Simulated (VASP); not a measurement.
Here is a VASP 6.6.1 calculation.

File POSCAR:

```
ZnSe
1.0
    2.8329297571      2.8329297571      0.0000000000
   -2.8329297571      2.8329297571      0.0000000000
    0.0000000000      2.8329297571      2.8329297571
Zn Se
1 1
Direct
    0.0000000000      0.0000000000      0.0000000000
    0.7500000000      0.2500000000      0.5000000000
```

INCAR.step1

```
SYSTEM = ZnSe
ALGO = Normal
EDIFF = 1E-4
ENCUT = 520
GGA = PE
ISMEAR = -1
LASPH = .True.
LCHARG = .False.
LREAL = .False.
LWAVE = .True.
NBANDS = 16
NELM = 100
PREC = Accurate
SIGMA = 0.05
```

The input INCAR.step2:

```
SYSTEM = ZnSe
ALGO = Normal
EDIFF = 1E-6
ENCUT = 520
ISIF = 2
ISMEAR = -1
ISTART = 1
LASPH = .True.
LCHARG = .False.
LMIXTAU = .True.
LREAL = .False.
LWAVE = .False.
METAGGA = R2SCAN
NBANDS = 16
NELM = 100
PREC = Accurate
SIGMA = 0.05
```

KPOINTS

```
k-points
0
Gamma
  12 12 12
  0 0 0
```

Potentials or basis: VASP PAW PBE potentials, release 64 (Zn, Se).

Run with:

```sh
$ cat potpaw_PBE.64/Zn/POTCAR potpaw_PBE.64/Se/POTCAR > POTCAR
$ cp INCAR.step1 INCAR
$ mpirun -np 1 vasp_std > vasp.out
$ cp INCAR.step2 INCAR
$ mpirun -np 1 vasp_std > vasp.out
```

Task: Estimate the band gap on the k mesh.

Result: 1.87 eV.

Task: What does it give for the pressure?

Result: 0.1 GPa.

Caveat: the PAW data sets were made with another functional, which shifts forces and pressure a little.
